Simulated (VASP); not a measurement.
Write the native input for VASP 6.6.1 that does the following.

| Property | Result |
| --- | --- |
| Task | single point |
| Functional | PBE |
| Potentials or basis | VASP PAW PBE potentials, release 64 (Na_pv, I) |
| Cutoff | 520 eV |
| k mesh | 6 × 6 × 6 |
| Occupations | gaussian, width 0.02 eV |
| Spin | no spin polarisation |
| Dipole correction | no |
| Further INCAR settings | ALGO = Normal; EDIFF = 1e-06; NBANDS = 14 |

The structure of NaI lies in POSCAR:

```
NaI
1.0
    0.0000000000      3.1979981915      3.1979981915
    3.1979981915      0.0000000000      3.1979981915
    3.1979981915      3.1979981915      0.0000000000
Na I
1 1
Direct
    0.5000000000      0.5000000000      0.5000000000
    0.0000000000      0.0000000000      0.0000000000
```

This cell differs from its parent crystal: volume scaled by 0.94.

The input as run:

INCAR

```
SYSTEM = NaI
PREC = Accurate
ENCUT = 520
EDIFF = 1E-6
ISMEAR = 0
SIGMA = 0.02
LREAL = .FALSE.
LASPH = .TRUE.
NELM = 80
ALGO = Normal
ISIF = 2
LWAVE = .FALSE.
LCHARG = .FALSE.
GGA = PE
NBANDS = 14
```

KPOINTS

```
Automatic mesh
0
G
  6 6 6
  0 0 0
```

Potentials or basis: VASP PAW PBE potentials, release 64 (Na_pv, I).

The run is started by

```bash
$ cat potpaw_PBE.64/Na_pv/POTCAR potpaw_PBE.64/I/POTCAR > POTCAR
$ mpirun -np 1 vasp_std > vasp.out
```

It gave:

* Pressure: 1.1 GPa
* Band gap on the k mesh: 3.74 eV, direct

Caveat: spin-orbit coupling is left out, which moves the levels of the heavy elements.

It took 11 s on 1 thread of Intel(R) Xeon(R) Platinum 8259CL CPU @ 2.50GHz (Skylake/Cascade Lake), with other jobs on the host, peak memory 0.21 GiB.
